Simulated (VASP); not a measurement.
Input of a VASP 6.6.1 run:

INCAR

```
SYSTEM = Hf
  PREC = Accurate
  ENCUT = 600
  EDIFF = 1E-6
  ISMEAR = -1
  SIGMA = 0.05
  LREAL = .False.
  LASPH = .True.
  NELM = 80
  ALGO = Normal
  ISIF = 3
  LWAVE = .False.
  LCHARG = .False.
  GGA = B5
  ALDAX = 1.0
  AGGAX = 1.0
  AGGAC = 1.0
  ALDAC = 0.0
  IVDW = 13
  VDW_S6 = 1.0
  VDW_S8 = 2.34076671
  VDW_A1 = 0.44488865
  VDW_A2 = 4.0933009
  IBRION = 2
  NSW = 60
  EDIFFG = -0.01
```

KPOINTS

```
Automatic mesh
0
Gamma
  10 10 5
  0 0 0
```

Contents of POSCAR:

```
Hf
1.0
    3.1967000000      0.0000000000      0.0000000000
   -1.5983500000      2.7684234083      0.0000000000
    0.0000000000      0.0000000000      5.0578000000
Hf
2
Direct
    0.6666666667      0.3333333333      0.7500000000
    0.3333333333      0.6666666667      0.2500000000
```

Potentials or basis: VASP PAW PBE potentials, release 64 (Hf_pv).

Command:

```console
$ cat potpaw_PBE.64/Hf_pv/POTCAR > POTCAR
$ mpirun -np 1 vasp_std > vasp.out
```

(1) Estimate the relaxed cell.

(2) Predict the space group after relaxing (to 0.05 Å).

Results:

(1) a = 3.205 Å, b = 3.205 Å, c = 5.061 Å, α = 90.00°, β = 90.00°, γ = 120.00°.

(2) P6_3/mmc (No. 194).
